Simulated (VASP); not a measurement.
A run of VASP 6.6.1 is set up as follows.

INCAR

```
SYSTEM = WS2
PREC = Accurate
ENCUT = 520
EDIFF = 1E-6
ISMEAR = 0
SIGMA = 0.05
LREAL = .False.
LASPH = .True.
NELM = 80
ALGO = Normal
ISIF = 2
LWAVE = .False.
LCHARG = .True.
GGA = PS
LELF = .True.
LVHAR = .True.
NBANDS = 20
```

Contents of KPOINTS:

```
Automatic mesh
0
Gamma
  12 12 2
  0 0 0
```

The input POSCAR:

```
WS2
1.0
    3.1835163552      0.0596909317      0.0000000000
   -1.5400643144      2.7271605711      0.0000000000
    0.0000000000      0.0000000000     16.9505778900
W S
1 2
Direct
    0.3333333333      0.6666666667      0.0000000000
    0.6666666667      0.3333333333      0.9079994900
    0.6666666667      0.3333333333      0.0920005100
```

Potentials or basis: VASP PAW PBE potentials, release 64 (W_sv, S).

Run with:

```bash
$ cat potpaw_PBE.64/W_sv/POTCAR potpaw_PBE.64/S/POTCAR > POTCAR
$ mpirun -np 1 vasp_std > vasp.out
```

(1) What does it give for the band gap on the k mesh?

(2) Predict the largest force.

Answers

(1) 1.78 eV, direct.

(2) 0.255 eV/Å.

Caveat: the cell differs from its parent crystal (strain +0.0375 x Voigt [0, 0, 0, 0, 0, 1]); the PAW data sets were made with another functional, which shifts forces and pressure a little; spin-orbit coupling is left out, which moves the levels of the heavy elements.
